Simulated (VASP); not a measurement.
# ZrNbGe2 (I4/mmm) in VASP: a series of runs

Runs on ZrNbGe2. Level: PBE. Tasks: single point, relaxation of cell and atoms.

Everything below comes from runs of VASP 6.6.1. Logs are shortened: lines on timing, memory, paths and dates and some standing lists are left out, and cuts for length are marked.

### 1 The cell of the first run

The structure is tetragonal, space group I4/mmm (No. 139). The conventional cell has a = 4.940 Å, b = 4.940 Å, c = 5.856 Å, α = 90.00°, β = 90.00°, γ = 90.00°. Within 3.8 Å of Zr (site symmetry 4/mmm) lie 8 Ge at 2.87 Å and 6 Nb at 2.93 to 3.49 Å. Nb (site symmetry 4/mmm) has 8 Ge at 2.87 Å and 6 Zr at 2.93 to 3.49 Å within 3.8 Å. Ge (site symmetry -4m2) has 4 Zr at 2.87 Å and 4 Nb at 2.87 Å and 6 Ge at 2.93 to 3.49 Å within 3.8 Å.

The cell was built from a structure type or drawn by symmetry, and may not be a known phase.

### 2 Single point, PBE

File INCAR:

```
ALGO     = Normal         # electronic algorithm
EDIFF    = 1E-6           # SCF threshold, eV
ENCUT    = 520            # plane-wave cutoff, eV
GGA      = PE             # functional
ISIF     = 2              # what is computed and relaxed
ISMEAR   = 0              # smearing method
LASPH    = True           # aspherical terms in the spheres
LCHARG   = True           # write CHGCAR
LELF     = True           # ELF
LREAL    = False          # projectors in reciprocal space
LVHAR    = True         
LWAVE    = False          # write WAVECAR
NBANDS   = 34             # bands
NELM     = 80             # most SCF steps
PREC     = Accurate       # precision mode
SIGMA    = 0.1            # smearing width, eV
```

File KPOINTS:

```
k-points
0
Gamma
  14 14 14
```

File POSCAR:

```
ZrNbGe2
1.0
   -2.4701875949      2.4701875949      2.9279427866
    2.4701875949     -2.4701875949      2.9279427866
    2.4701875949      2.4701875949     -2.9279427866
Zr Nb Ge
1 1 2
Direct
    0.5000000000      0.5000000000      0.0000000000
    0.0000000000      0.0000000000      0.0000000000
    0.7500000000      0.2500000000      0.5000000000
    0.2500000000      0.7500000000      0.5000000000
```

Potentials or basis: VASP PAW PBE potentials, release 64 (Zr_sv, Nb_sv, Ge_d).

Started as:

```console
$ cat potpaw_PBE.64/Zr_sv/POTCAR potpaw_PBE.64/Nb_sv/POTCAR potpaw_PBE.64/Ge_d/POTCAR > POTCAR
$ mpirun -np 1 vasp_std > vasp.out
```

OUTCAR:

```text
EDIFF = 1E-6
   ENCUT = 520
   GGA = PE
   ISIF = 2
   ISMEAR = 0
   LASPH = True
   LREAL = False
   NELM = 80
   PREC = Accurate

 ion  position               nearest neighbor table
   1  0.500  0.500  0.000-   4 2.87   3 2.87   4 2.87   3 2.87   3 2.87   4 2.87   3 2.87   4 2.87
                             2 2.93   2 2.93
   2  0.000  0.000  0.000-   3 2.87   4 2.87   3 2.87   4 2.87   3 2.87   4 2.87   3 2.87   4 2.87
                             1 2.93   1 2.93
   3  0.750  0.250  0.500-   1 2.87   2 2.87   1 2.87   2 2.87   1 2.87   2 2.87   1 2.87   2 2.87

   4  0.250  0.750  0.500-   2 2.87   1 2.87   2 2.87   1 2.87   1 2.87   2 2.87   1 2.87   2 2.87

  LATTYP: Found a body centered tetragonal cell.
 ALAT       =     4.9403751898
 C/A-ratio  =     1.1853119142

  Lattice vectors:

 A1 = (  -2.4701875949,   2.4701875949,   2.9279427866)
 A2 = (   2.4701875949,  -2.4701875949,   2.9279427866)
 A3 = (   2.4701875949,   2.4701875949,  -2.9279427866)

Analysis of symmetry for initial positions (statically):
=====================================================================
 Subroutine PRICEL returns:
 Original cell was already a primitive cell.

 Routine SETGRP: Setting up the symmetry group for a
 body centered tetragonal supercell.

 Subroutine GETGRP returns: Found 16 space group operations
 (whereof 16 operations were pure point group operations)
 out of a pool of 16 trial point group operations.

The static configuration has the point symmetry D_4h.

Analysis of symmetry for dynamics (positions and initial velocities):
=====================================================================
 Subroutine PRICEL returns:
 Original cell was already a primitive cell.

 Routine SETGRP: Setting up the symmetry group for a
 body centered tetragonal supercell.

 Subroutine GETGRP returns: Found 16 space group operations
 (whereof 16 operations were pure point group operations)
 out of a pool of 16 trial point group operations.

The dynamic configuration has the point symmetry D_4h.

 Subroutine INISYM returns: Found 16 space group operations
 (whereof 16 operations are pure point group operations),
 and found     1 'primitive' translations

----------------------------------------------------------------------------------------

                                     Primitive cell

[... 92 lines left out ...]
   ENCUT  =  520.0 eV  38.22 Ry    6.18 a.u.   8.48  8.48  8.48*2*pi/ulx,y,z
   NELM   =     80;   NELMIN=  2; NELMDL= -5     # of ELM steps
   EDIFF  = 0.1E-05   stopping-criterion for ELM
   LREAL  =      F    real-space projection
   EDIFFG = 0.1E-04   stopping-criterion for IOM
   NSW    =      0    number of steps for IOM
   IBRION =     -1    ionic relax: 0-MD 1-quasi-New 2-CG
   NFREE  =      0    steps in history (QN), initial steepest desc. (CG)
   ISIF   =      2    stress and relaxation
   ISYM   =      2    0-nonsym 1-usesym 2-fastsym
   POTIM  = 0.5000    time-step for ionic-motion
   TEBEG  =    0.0;   TEEND  =   0.0 temperature during run
   PSTRESS=    0.0 pullay stress
   NELECT =      53.0000    total number of electrons
   NUPDOWN=      -1.0000    fix difference up-down
   EMIN   =  10.00;   EMAX   =-10.00  energy-range for DOS
   EFERMI =   0.00;   METHOD = LEGACY
   ISMEAR =     0;   SIGMA  =   0.10  broadening in eV -4-tet -1-fermi 0-gaus
   EFERMI_NEDOS =   21; number of points for ismear=-14 and -15
   IALGO  =     38    algorithm
   IMIX   =      4    mixing-type and parameters
     AMIX     =   0.40;   BMIX     =  1.00
     AMIX_MAG =   1.60;   BMIX_MAG =  1.00
  volume/ion in A,a.u.               =      17.87       120.56
  Fermi-wavevector in a.u.,A,eV,Ry     =   1.481856  2.800302 29.876991  2.195897
  Thomas-Fermi vector in A             =   2.595714
   LORBIT       =      0    0 simple, 1 ext, 2 COOP (PROOUT), +10 PAW based schemes
   GGA     = PE    functional components
   LHFCALC =     F    Hartree Fock is set to
   AEXX    =    0.0000 exact exchange contribution
   IVDW    =     0    specifies the selected vdW correction
   LEPSILON=     F    determine dielectric tensor
   LRPA    =     F    only Hartree local field effects (RPA)
 non-spin polarized calculation
 Gauss-broadening in eV      SIGMA  =   0.10
  energy-cutoff  :      520.00
  volume of cell :       71.46
 maximum number of plane-waves:      1945
 NGX is ok and might be reduce to    36
   NGX = 17   NGY = 17   NGZ = 17

 number of electron      52.9999989 magnetization

 Free energy of the ion-electron system (eV)
  ---------------------------------------------------
  ext. energy  EPLUGINS =         0.00000000
  ---------------------------------------------------
  free energy    TOTEN  =       -29.09078724 eV

  energy without entropy =      -29.07359176  energy(sigma->0) =      -29.08218950

 E-fermi :   9.7437     XC(G=0): -12.0259

 val. band max:        9.7420261150   @ k =   0.1429   0.1429   0.0000
 cond. band min:       9.7455170072   @ k =   0.3571   0.2857   0.0000
 fundamental gap:      0.0034908922
 Fermi energy:         9.7437090880

 k-point     1 :       0.0000    0.0000    0.0000
  band No.  band energies     occupation
      1     -45.1829      2.00000
      2     -39.0895      2.00000
      3     -21.3081      2.00000
      4     -21.3081      2.00000
      5     -21.2537      2.00000
      6     -17.2325      2.00000
[... 877 lines left out ...]
     33      13.4810      0.00000
     34      13.6225      0.00000

 [... further k-points ...]

------------------------ aborting loop because EDIFF is reached ----------------------------------------

  FORCE on cell =-STRESS in cart. coord.  units (eV):
  Direction    XX          YY          ZZ          XY          YZ          ZX
  --------------------------------------------------------------------------------------
  -------------------------------------------------------------------------------------
  Total       -0.0106537     -0.0106537      0.0064400      0.0000000     -0.0000000      0.0000000
  in kB       -0.2388524     -0.2388524      0.1443820      0.0000000     -0.0000000      0.0000000
  external PRESSURE =      -0.1111076 kB  Pullay stress =       0.0000000 kB

 VOLUME and BASIS-vectors are now :
 -----------------------------------------------------------------------------
  energy-cutoff  :      520.00
  volume of cell :       71.46
      direct lattice vectors                 reciprocal lattice vectors
    -2.470187595  2.470187595  2.927942787     0.000000000  0.202413777  0.170768364
     2.470187595 -2.470187595  2.927942787     0.202413777  0.000000000  0.170768364
     2.470187595  2.470187595 -2.927942787     0.202413777  0.202413777  0.000000000

 POSITION                                       TOTAL-FORCE (eV/Angst)
 -----------------------------------------------------------------------------------
      0.00000      0.00000      2.92794         0.000000      0.000000     -0.000000
      0.00000      0.00000      0.00000         0.000000      0.000000     -0.000000
      0.00000      2.47019      1.46397         0.000000      0.000000      0.000000
      2.47019      0.00000      1.46397        -0.000000     -0.000000      0.000000
 -----------------------------------------------------------------------------------
    total drift:                               -0.000000      0.000000      0.000000

  FREE ENERGIE OF THE ION-ELECTRON SYSTEM (eV)
  ---------------------------------------------------
  free  energy   TOTEN  =       -29.0907872418 eV

  energy  without entropy=      -29.0735917566  energy(sigma->0) =      -29.08218950
```

stdout:

```text
POSCAR found type information on POSCAR ZrNbGe
 POSCAR found :  3 types and       4 ions
 scaLAPACK will be used
 LDA part: xc-table for (Slater+PW92), standard interpolation
 POSCAR, INCAR and KPOINTS ok, starting setup
 FFT: planning ... GRIDC
 FFT: planning ... GRID_SOFT
 FFT: planning ... GRID
 WAVECAR not read
 entering main loop
```

Wall time 5 min (1 thread of Intel Xeon 6975P-C (Granite Rapids), shared host); peak memory 0.65 GiB.

What came out:

```yaml
Free_energy: -29.0908 eV
Pressure: 0.0 GPa
Band_gap_on_the_k_mesh: zero (an odd number of electrons rules out a gap without spin polarisation)
```

### 3 Single point, PBE

This run uses another cell than the first one, of 17.81 Å³/atom.

File INCAR:

```
SYSTEM = ZrNbGe2
PREC     = Accurate       ! precision mode
ENCUT    = 520            ! plane-wave cutoff, eV
EDIFF    = 1E-6           ! SCF threshold, eV
ISMEAR   = 0              ! smearing method
SIGMA    = 0.1            ! smearing width, eV
LREAL    = .False.        ! projectors in reciprocal space
LASPH    = .True.         ! aspherical terms in the spheres
NELM     = 60             ! most SCF steps
ALGO     = Normal         ! electronic algorithm
ISIF     = 2              ! what is computed and relaxed
LWAVE    = .False.        ! write WAVECAR
LCHARG   = .False.        ! write CHGCAR
GGA      = PE             ! functional
NBANDS   = 34             ! bands
```

File KPOINTS:

```
Automatic mesh
0
Gamma
  4 4 4
  0 0 0
```

File POSCAR:

```
ZrNbGe2
1.0
   -2.4664688276      2.4664688276      2.9284234325
    2.4664688276     -2.4664688276      2.9284234325
    2.4664688276      2.4664688276     -2.9284234325
Zr Nb Ge
1 1 2
Direct
    0.5000000000      0.5000000000      0.0000000000
    0.0000000000      0.0000000000      0.0000000000
    0.7500000000      0.2500000000      0.5000000000
    0.2500000000      0.7500000000      0.5000000000
```

Potentials or basis: VASP PAW PBE potentials, release 64 (Zr_sv, Nb_sv, Ge_d).

Started as:

```console
$ cat potpaw_PBE.64/Zr_sv/POTCAR potpaw_PBE.64/Nb_sv/POTCAR potpaw_PBE.64/Ge_d/POTCAR > POTCAR
$ mpirun -np 1 vasp_std > vasp.out
```

OUTCAR:

```text
SYSTEM = ZrNbGe2
   PREC = Accurate
   ENCUT = 520
   EDIFF = 1E-6
   ISMEAR = 0
   LREAL = .False.
   LASPH = .True.
   NELM = 60
   ISIF = 2
   GGA = PE

 ion  position               nearest neighbor table
   1  0.500  0.500  0.000-   4 2.87   3 2.87   3 2.87   4 2.87   3 2.87   4 2.87   4 2.87   3 2.87
                             2 2.93   2 2.93
   2  0.000  0.000  0.000-   3 2.87   4 2.87   3 2.87   4 2.87   3 2.87   4 2.87   3 2.87   4 2.87
                             1 2.93   1 2.93
   3  0.750  0.250  0.500-   1 2.87   2 2.87   1 2.87   2 2.87   1 2.87   2 2.87   1 2.87   2 2.87

   4  0.250  0.750  0.500-   2 2.87   1 2.87   1 2.87   2 2.87   1 2.87   2 2.87   2 2.87   1 2.87
[... 671 lines left out ...]
  -------------------------------------------------------------------------------------
  Total       -0.0189709     -0.0189709     -0.0379337      0.0000000      0.0000000      0.0000000
  in kB       -0.4265332     -0.4265332     -0.8528862      0.0000000      0.0000000      0.0000000
  external PRESSURE =      -0.5686509 kB  Pullay stress =       0.0000000 kB

 VOLUME and BASIS-vectors are now :
 -----------------------------------------------------------------------------
  energy-cutoff  :      520.00
  volume of cell :       71.26
      direct lattice vectors                 reciprocal lattice vectors
    -2.466468828  2.466468828  2.928423432     0.000000000  0.202718962  0.170740336
     2.466468828 -2.466468828  2.928423432     0.202718962  0.000000000  0.170740336
     2.466468828  2.466468828 -2.928423432     0.202718962  0.202718962  0.000000000

 POSITION                                       TOTAL-FORCE (eV/Angst)
 -----------------------------------------------------------------------------------
      0.00000      0.00000      2.92842        -0.000000      0.000000      0.000000
      0.00000      0.00000      0.00000        -0.000000      0.000000      0.000000
      0.00000      2.46647      1.46421        -0.000000      0.000000      0.000000
      2.46647      0.00000      1.46421         0.000000     -0.000000     -0.000000
 -----------------------------------------------------------------------------------
    total drift:                               -0.000000      0.000000      0.000000

  FREE ENERGIE OF THE ION-ELECTRON SYSTEM (eV)
  ---------------------------------------------------
  free  energy   TOTEN  =       -29.1503677821 eV

  energy  without entropy=      -29.1262685336  energy(sigma->0) =      -29.13831816
```

OSZICAR:

```text
N       E                     dE             d eps       ncg     rms          rms(c)
DAV:   1     0.615135650979E+03    0.61514E+03   -0.26132E+04  1108   0.363E+03
DAV:   2     0.692215679685E+02   -0.54591E+03   -0.53150E+03   900   0.846E+02
DAV:   3    -0.232290550537E+02   -0.92451E+02   -0.90141E+02  1252   0.229E+02
DAV:   4    -0.302786387470E+02   -0.70496E+01   -0.69709E+01  1324   0.585E+01
DAV:   5    -0.306353010606E+02   -0.35666E+00   -0.35520E+00  1424   0.111E+01    0.156E+01
DAV:   6    -0.294104514204E+02    0.12248E+01   -0.86044E+00  1518   0.180E+01    0.592E+00
DAV:   7    -0.293024487538E+02    0.10800E+00   -0.35291E+00  1286   0.870E+00    0.397E+00
DAV:   8    -0.291555405987E+02    0.14691E+00   -0.91157E-01  1258   0.413E+00    0.204E+00
DAV:   9    -0.291504538140E+02    0.50868E-02   -0.64645E-02  1300   0.150E+00    0.382E-01
DAV:  10    -0.291503540101E+02    0.99804E-04   -0.84387E-03  1368   0.910E-01    0.163E-01
DAV:  11    -0.291503788243E+02   -0.24814E-04   -0.73994E-04  1420   0.198E-01    0.525E-02
DAV:  12    -0.291503668755E+02    0.11949E-04   -0.83750E-05  1412   0.965E-02    0.170E-02
DAV:  13    -0.291503679703E+02   -0.10948E-05   -0.76136E-06  1106   0.230E-02    0.383E-03
DAV:  14    -0.291503677821E+02    0.18817E-06   -0.49385E-07   636   0.633E-03
   1 F= -.29150368E+02 E0= -.29138318E+02  d E =-.240992E-01
```

Wall time 67 s (1 thread of Intel Xeon 8259CL, shared host); peak memory 0.22 GiB.

Results:

| Quantity | Value |
| --- | --- |
| Free energy | -29.1504 eV |
| Pressure | -0.1 GPa |
| Band gap on the k mesh | zero (an odd number of electrons rules out a gap without spin polarisation) |

Levels at points of the mesh, in eV from the Fermi level:
```
           k point  band 25  band 26  band 27  band 28  band 29  band 30
(0.00, 0.00, 0.00)    -2.39     0.55     0.55     1.30     2.90     2.90
(0.50, 0.00, 0.00)    -1.77    -1.49    -0.09     0.01     0.49     0.74
(0.50, 0.50, 0.00)    -1.88    -1.61    -0.48     0.41     1.01     2.15
(0.50, 0.50, 0.50)    -1.89    -1.89    -0.99     1.84     2.00     2.00
```

Caveat: the k points lie up to 0.42 Å⁻¹ apart, too coarse for converged energies and pressures of a metal.

### 4 Single point, PBE

This run uses another cell than the first one, of 21.74 Å³/atom.

File INCAR:

```
PREC     = Accurate       # precision mode
ENCUT    = 520            # plane-wave cutoff, eV
EDIFF    = 1E-6           # SCF threshold, eV
ISMEAR   = 0              # smearing method
SIGMA    = 0.1            # smearing width, eV
LREAL    = False          # projectors in reciprocal space
LASPH    = True           # aspherical terms in the spheres
NELM     = 60             # most SCF steps
ALGO     = Normal         # electronic algorithm
ISIF     = 2              # what is computed and relaxed
LWAVE    = False          # write WAVECAR
LCHARG   = False          # write CHGCAR
GGA      = PE             # functional
NBANDS   = 34             # bands
```

File KPOINTS:

```
Automatic mesh
0
Gamma
  4 4 4
```

File POSCAR:

```
ZrNbGe2
1.0
   -2.7374936100      2.7374936100      2.9010979500
    2.7374936100     -2.7374936100      2.9010979500
    2.7374936100      2.7374936100     -2.9010979500
Zr Nb Ge
1 1 2
Direct
    0.5000000000      0.5000000000      0.0000000000
    0.0000000000      0.0000000000      0.0000000000
    0.7500000000      0.2500000000      0.5000000000
    0.2500000000      0.7500000000      0.5000000000
```

Started as:

```console
$ cat potpaw_PBE.64/Zr_sv/POTCAR potpaw_PBE.64/Nb_sv/POTCAR potpaw_PBE.64/Ge_d/POTCAR > POTCAR
$ mpirun -np 1 vasp_std > vasp.out
```

Run time: 83 s. Hardware: 1 thread of Intel Xeon 8259CL, shared host; peak memory 0.22 GiB.

The run converged. Its results:

```
Free energy            : -27.9571 eV
Pressure               : -15.3 GPa
Band gap on the k mesh : zero (an odd number of electrons rules out a gap without spin polarisation)
```

Stress tensor (GPa, compression positive):
```
-18.92   0.00   0.00
  0.00 -18.92   0.00
  0.00   0.00  -8.02
```

Levels at points of the mesh, in eV from the Fermi level:
```csv
k point,band 25,band 26,band 27,band 28,band 29,band 30
"(0.00, 0.00, 0.00)",-1.90,-0.26,-0.26,0.55,2.28,2.78
"(0.50, 0.00, 0.00)",-1.06,-0.79,-0.08,0.11,0.42,0.82
"(0.50, 0.50, 0.00)",-1.41,-0.98,-0.84,0.39,0.75,1.49
"(0.50, 0.50, 0.50)",-1.78,-1.78,-0.36,1.23,1.85,2.27
```

Caveat: the k points lie up to 0.39 Å⁻¹ apart, too coarse for converged energies and pressures of a metal.

### 5 Single point, PBE

This run uses another cell than the first one, of 17.81 Å³/atom.

File INCAR:

```
ALGO = Normal
EDIFF = 1E-7
ENCUT = 520
GGA = PE
ISIF = 2
ISMEAR = 0
LASPH = T
LCHARG = T
LELF = T
LREAL = F
LVHAR = T
LWAVE = F
NBANDS = 34
NELM = 80
PREC = Accurate
SIGMA = 0.1
```

File KPOINTS:

```
k-points
0
Gamma
  6 6 6
```

File POSCAR:

```
ZrNbGe2
1.0
   -2.4664688276      2.4664688276      2.9284234325
    2.4664688276     -2.4664688276      2.9284234325
    2.4664688276      2.4664688276     -2.9284234325
Zr Nb Ge
1 1 2
Direct
    0.5000000000      0.5000000000      0.0000000000
    0.0000000000      0.0000000000      0.0000000000
    0.7500000000      0.2500000000      0.5000000000
    0.2500000000      0.7500000000      0.5000000000
```

Started as:

```console
$ cat potpaw_PBE.64/Zr_sv/POTCAR potpaw_PBE.64/Nb_sv/POTCAR potpaw_PBE.64/Ge_d/POTCAR > POTCAR
$ mpirun -np 1 vasp_std > vasp.out
```

Run time: 2 min. Hardware: 1 thread of Intel Xeon 8259CL, shared host; peak memory 0.24 GiB.

It converged, with:

- Free energy: -29.0867 eV
- Pressure: 0.1 GPa
- Band gap on the k mesh: zero (an odd number of electrons rules out a gap without spin polarisation)

Stress tensor (GPa, compression positive):
```
 0.35  0.00  0.00
 0.00  0.35  0.00
 0.00  0.00 -0.24
```

Levels at points of the mesh, in eV from the Fermi level:
```csv
k point,band 25,band 26,band 27,band 28,band 29,band 30
"(0.00, 0.00, 0.00)",-2.17,0.84,0.84,1.53,3.12,3.12
"(0.50, 0.00, 0.00)",-1.51,-1.20,0.11,0.22,0.74,1.02
"(0.50, 0.50, 0.00)",-1.66,-1.35,-0.26,0.66,1.28,2.37
"(0.50, 0.50, 0.50)",-1.64,-1.64,-0.75,2.06,2.24,2.24
```

(Continued in part 2 of 2.)
